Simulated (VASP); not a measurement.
A run of VASP 6.6.1 is set up as follows.

Contents of INCAR:

```
  ALGO = Normal
  EDIFF = 1E-6
  ENCUT = 520
  GGA = CA
  ISIF = 2
  ISMEAR = 0
  LASPH = T
  LCHARG = T
  LELF = T
  LREAL = F
  LVHAR = T
  LWAVE = F
  NBANDS = 20
  NELM = 100
  PREC = Accurate
  SIGMA = 0.01
```

KPOINTS

```
k-points
0
Gamma
  6 6 6
```

POSCAR

```
CdF2
1.0
    0.0000000000      2.6940000000      2.6940000000
    2.6940000000      0.0000000000      2.6940000000
    2.6940000000      2.6940000000      0.0000000000
Cd F
1 2
Direct
    0.0000000000      0.0000000000      0.0000000000
    0.2500000000      0.2500000000      0.2500000000
    0.7500000000      0.7500000000      0.7500000000
```

Potentials or basis: VASP PAW LDA potentials, release 64 (Cd, F).

Launch:

```console
$ cat potpaw_LDA.64/Cd/POTCAR potpaw_LDA.64/F/POTCAR > POTCAR
$ mpirun -np 1 vasp_std > vasp.out
```

What does it give for the pressure?

-4.7 GPa.

What does it give for the band gap on the k mesh?

2.82 eV, indirect (least direct gap 3.28 eV).

A k mesh can miss the band edges. As with any semilocal functional, this LDA gap is likely too small.
